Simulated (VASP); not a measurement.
# CsPbBr3 (P4/mmm) in VASP: notebook

The runs below take CsPbBr3 through single point, with PBEsol.

Everything below comes from runs of VASP 6.6.1. Logs are shortened: lines on timing, memory, paths and dates and some standing lists are left out, and cuts for length are marked.

### Step 1. The cell of the first run

The structure is tetragonal, space group P4/mmm (No. 123). The conventional cell has a = 5.870 Å, b = 5.870 Å, c = 6.222 Å, α = 90.00°, β = 90.00°, γ = 90.00°. Cs (site symmetry 4/mmm) has 12 Br at 4.15 to 4.28 Å and 8 Pb at 5.19 Å within 5.4 Å. Pb (site symmetry 4/mmm) has 6 Br at 2.94 to 3.11 Å within 3.9 Å. Br (site symmetry mmm) has 2 Pb at 2.94 Å within 3.9 Å. Within 4.3 Å of Br (site symmetry 4/mmm) lie 2 Pb at 3.11 Å and 4 Cs at 4.15 Å and 8 Br at 4.28 Å.

### Step 2. Single point, PBEsol (strain +0.0600 x Voigt [0, 1, 0, 0, 0, 0])

Contents of INCAR:

```
PREC = Accurate ; ENCUT = 520
EDIFF = 1E-6 ; ISMEAR = 0
SIGMA = 0.05 ; LREAL = F
LASPH = T ; NELM = 100
ALGO = Normal ; ISIF = 2
LWAVE = F ; LCHARG = F
GGA = PS ; NBANDS = 30
```

Contents of KPOINTS:

```
Automatic mesh
0
Gamma
  6 6 6
```

Contents of POSCAR:

```
CsPbBr3
1.0
    5.8700000000      0.0000000000      0.0000000000
    0.0000000000      6.2222000000      0.0000000000
    0.0000000000      0.0000000000      5.8700000000
Cs Pb Br
1 1 3
Direct
    0.0000000000      0.0000000000      0.0000000000
    0.5000000000      0.5000000000      0.5000000000
    0.0000000000      0.5000000000      0.5000000000
    0.5000000000      0.0000000000      0.5000000000
    0.5000000000      0.5000000000      0.0000000000
```

Potentials or basis: VASP PAW PBE potentials, release 64 (Cs_sv, Pb_d, Br).

Command:

```bash
> cat potpaw_PBE.64/Cs_sv/POTCAR potpaw_PBE.64/Pb_d/POTCAR potpaw_PBE.64/Br/POTCAR > POTCAR
> mpirun -np 1 vasp_std > vasp.out
```

OUTCAR:

```text
PREC = Accurate
   ENCUT = 520
   EDIFF = 1E-6
   ISMEAR = 0
   LREAL = F
   LASPH = T
   NELM = 100
   ISIF = 2
   GGA = PS

 ion  position               nearest neighbor table
   1  0.000  0.000  0.000-
   2  0.500  0.500  0.500-   3 2.94   5 2.94   5 2.94   3 2.94   4 3.11   4 3.11
   3  0.000  0.500  0.500-   2 2.94   2 2.94
   4  0.500  0.000  0.500-   2 3.11   2 3.11
   5  0.500  0.500  0.000-   2 2.94   2 2.94

  LATTYP: Found a simple tetragonal cell.
 ALAT       =     5.8700000000
 C/A-ratio  =     1.0600000000

  Lattice vectors:

 A1 = (  -5.8700000000,   0.0000000000,   0.0000000000)
 A2 = (   0.0000000000,   0.0000000000,   5.8700000000)
 A3 = (   0.0000000000,   6.2222000000,   0.0000000000)

Analysis of symmetry for initial positions (statically):
=====================================================================
 Subroutine PRICEL returns:
 Original cell was already a primitive cell.

 Routine SETGRP: Setting up the symmetry group for a
 simple tetragonal supercell.

 Subroutine GETGRP returns: Found 16 space group operations
 (whereof 16 operations were pure point group operations)
 out of a pool of 16 trial point group operations.

The static configuration has the point symmetry D_4h.

Analysis of symmetry for dynamics (positions and initial velocities):
=====================================================================
 Subroutine PRICEL returns:
 Original cell was already a primitive cell.

 Routine SETGRP: Setting up the symmetry group for a
 simple tetragonal supercell.

 Subroutine GETGRP returns: Found 16 space group operations
 (whereof 16 operations were pure point group operations)
 out of a pool of 16 trial point group operations.

The dynamic configuration has the point symmetry D_4h.

 Subroutine INISYM returns: Found 16 space group operations
 (whereof 16 operations are pure point group operations),
 and found     1 'primitive' translations

----------------------------------------------------------------------------------------

                                     Primitive cell

  volume of cell :     214.3977

  direct lattice vectors                    reciprocal lattice vectors
[... 91 lines left out ...]
   ENCUT  =  520.0 eV  38.22 Ry    6.18 a.u.  10.91 11.57 10.91*2*pi/ulx,y,z
   NELM   =    100;   NELMIN=  2; NELMDL= -5     # of ELM steps
   EDIFF  = 0.1E-05   stopping-criterion for ELM
   LREAL  =      F    real-space projection
   EDIFFG = 0.1E-04   stopping-criterion for IOM
   NSW    =      0    number of steps for IOM
   IBRION =     -1    ionic relax: 0-MD 1-quasi-New 2-CG
   NFREE  =      0    steps in history (QN), initial steepest desc. (CG)
   ISIF   =      2    stress and relaxation
   ISYM   =      2    0-nonsym 1-usesym 2-fastsym
   POTIM  = 0.5000    time-step for ionic-motion
   TEBEG  =    0.0;   TEEND  =   0.0 temperature during run
   PSTRESS=    0.0 pullay stress
   NELECT =      44.0000    total number of electrons
   NUPDOWN=      -1.0000    fix difference up-down
   EMIN   =  10.00;   EMAX   =-10.00  energy-range for DOS
   EFERMI =   0.00;   METHOD = LEGACY
   ISMEAR =     0;   SIGMA  =   0.05  broadening in eV -4-tet -1-fermi 0-gaus
   EFERMI_NEDOS =   21; number of points for ismear=-14 and -15
   IALGO  =     38    algorithm
   IMIX   =      4    mixing-type and parameters
     AMIX     =   0.40;   BMIX     =  1.00
     AMIX_MAG =   1.60;   BMIX_MAG =  1.00
  volume/ion in A,a.u.               =      42.88       289.37
  Fermi-wavevector in a.u.,A,eV,Ry     =   0.965648  1.824811 12.687116  0.932477
  Thomas-Fermi vector in A             =   2.095383
   LORBIT       =      0    0 simple, 1 ext, 2 COOP (PROOUT), +10 PAW based schemes
   GGA     = PS    functional components
   LHFCALC =     F    Hartree Fock is set to
   AEXX    =    0.0000 exact exchange contribution
   IVDW    =     0    specifies the selected vdW correction
   LEPSILON=     F    determine dielectric tensor
   LRPA    =     F    only Hartree local field effects (RPA)
 non-spin polarized calculation
 Gauss-broadening in eV      SIGMA  =   0.05
  energy-cutoff  :      520.00
  volume of cell :      214.40
 maximum number of plane-waves:      5816
 NGX is ok and might be reduce to    48
   NGX = 21   NGY = 23   NGZ = 21

 number of electron      44.0000001 magnetization

 Free energy of the ion-electron system (eV)
  ---------------------------------------------------
  ext. energy  EPLUGINS =         0.00000000
  ---------------------------------------------------
  free energy    TOTEN  =       -16.71738470 eV

  energy without entropy =      -16.71738470  energy(sigma->0) =      -16.71738470

 E-fermi :   0.8543     XC(G=0):  -7.5638

 val. band max:        0.5958413670   @ k =   0.5000   0.5000   0.5000
 cond. band min:       1.9856588735   @ k =   0.5000   0.5000   0.5000
 fundamental gap:      1.3898175065
 Fermi energy:         0.8542590931

 k-point     1 :       0.0000    0.0000    0.0000
  band No.  band energies     occupation
      1     -20.6519      2.00000
      2     -16.0717      2.00000
      3     -16.0302      2.00000
      4     -15.9265      2.00000
      5     -15.9265      2.00000
      6     -15.9090      2.00000
[... 781 lines left out ...]
     29       6.6147      0.00000
     30       6.7422      0.00000

 [... further k-points ...]

------------------------ aborting loop because EDIFF is reached ----------------------------------------

  FORCE on cell =-STRESS in cart. coord.  units (eV):
  Direction    XX          YY          ZZ          XY          YZ          ZX
  --------------------------------------------------------------------------------------
  -------------------------------------------------------------------------------------
  Total       -0.4288677     -2.8912755     -0.4288677      0.0000000      0.0000000      0.0000000
  in kB       -3.2048948    -21.6062744     -3.2048948      0.0000000      0.0000000      0.0000000
  external PRESSURE =      -9.3386880 kB  Pullay stress =       0.0000000 kB

 VOLUME and BASIS-vectors are now :
 -----------------------------------------------------------------------------
  energy-cutoff  :      520.00
  volume of cell :      214.40
      direct lattice vectors                 reciprocal lattice vectors
     5.870000000  0.000000000  0.000000000     0.170357751  0.000000000  0.000000000
     0.000000000  6.222200000  0.000000000     0.000000000  0.160714860  0.000000000
     0.000000000  0.000000000  5.870000000     0.000000000  0.000000000  0.170357751

 POSITION                                       TOTAL-FORCE (eV/Angst)
 -----------------------------------------------------------------------------------
      0.00000      0.00000      0.00000         0.000000      0.000000      0.000000
      2.93500      3.11110      2.93500         0.000000      0.000000      0.000000
      0.00000      3.11110      2.93500         0.000000      0.000000      0.000000
      2.93500      0.00000      2.93500         0.000000      0.000000      0.000000
      2.93500      3.11110      0.00000         0.000000      0.000000      0.000000
 -----------------------------------------------------------------------------------
    total drift:                                0.000000     -0.000000     -0.000000

  FREE ENERGIE OF THE ION-ELECTRON SYSTEM (eV)
  ---------------------------------------------------
  free  energy   TOTEN  =       -16.7173846965 eV

  energy  without entropy=      -16.7173846965  energy(sigma->0) =      -16.71738470
```

OSZICAR:

```text
N       E                     dE             d eps       ncg     rms          rms(c)
DAV:   1     0.388902786515E+03    0.38890E+03   -0.18396E+04  2400   0.128E+03
DAV:   2     0.327619048524E+02   -0.35614E+03   -0.33973E+03  2834   0.293E+02
DAV:   3    -0.154176382757E+02   -0.48180E+02   -0.47352E+02  3050   0.116E+02
DAV:   4    -0.172540151573E+02   -0.18364E+01   -0.18309E+01  2942   0.290E+01
DAV:   5    -0.173144225699E+02   -0.60407E-01   -0.60392E-01  3080   0.476E+00    0.417E+00
DAV:   6    -0.167594295346E+02    0.55499E+00   -0.86653E-01  3604   0.930E+00    0.235E+00
DAV:   7    -0.167099479103E+02    0.49482E-01   -0.44220E-01  3608   0.364E+00    0.922E-01
DAV:   8    -0.167170429008E+02   -0.70950E-02   -0.56114E-02  3044   0.182E+00    0.192E-01
DAV:   9    -0.167170140406E+02    0.28860E-04   -0.79461E-03  3650   0.665E-01    0.963E-02
DAV:  10    -0.167172636240E+02   -0.24958E-03   -0.81200E-04  2918   0.150E-01    0.442E-02
DAV:  11    -0.167173819431E+02   -0.11832E-03   -0.23833E-04  2906   0.990E-02    0.914E-03
DAV:  12    -0.167173843487E+02   -0.24056E-05   -0.21285E-05  3562   0.355E-02    0.780E-03
DAV:  13    -0.167173846965E+02   -0.34778E-06   -0.22972E-06  2486   0.803E-03
   1 F= -.16717385E+02 E0= -.16717385E+02  d E =-.327428E-15
```

stdout:

```text
POSCAR found type information on POSCAR CsPbBr
 POSCAR found :  3 types and       5 ions
 scaLAPACK will be used
 -----------------------------------------------------------------------------
|                                                                             |
|                                                                             |
|     You enforced a specific xc type in the INCAR file but a different       |
|     I HOPE YOU KNOW WHAT YOU ARE DOING!                                     |
|                                                                             |
 -----------------------------------------------------------------------------

 LDA part: xc-table for (Slater+PW92), standard interpolation
 POSCAR, INCAR and KPOINTS ok, starting setup
 FFT: planning ... GRIDC
 FFT: planning ... GRID_SOFT
 FFT: planning ... GRID
 WAVECAR not read
 entering main loop
```

Run time: 2.7 min. Hardware: 1 thread of AMD EPYC 7R13 (Zen 3), shared host; peak memory 0.44 GiB.

What came out:

```yaml
Free_energy: -16.7174 eV
Pressure: -0.9 GPa
Band_gap_on_the_k_mesh: 1.39 eV
```

Stress tensor (GPa, compression positive):
```
-0.32  0.00  0.00
 0.00 -2.16  0.00
 0.00  0.00 -0.32
```

Caveat: the cell differs from its parent crystal (strain +0.0600 x Voigt [0, 1, 0, 0, 0, 0]); the PAW data sets were made with another functional, which shifts forces and pressure a little; spin-orbit coupling is left out, which moves the levels of the heavy elements.

(Part 1 of 2 ends here.)
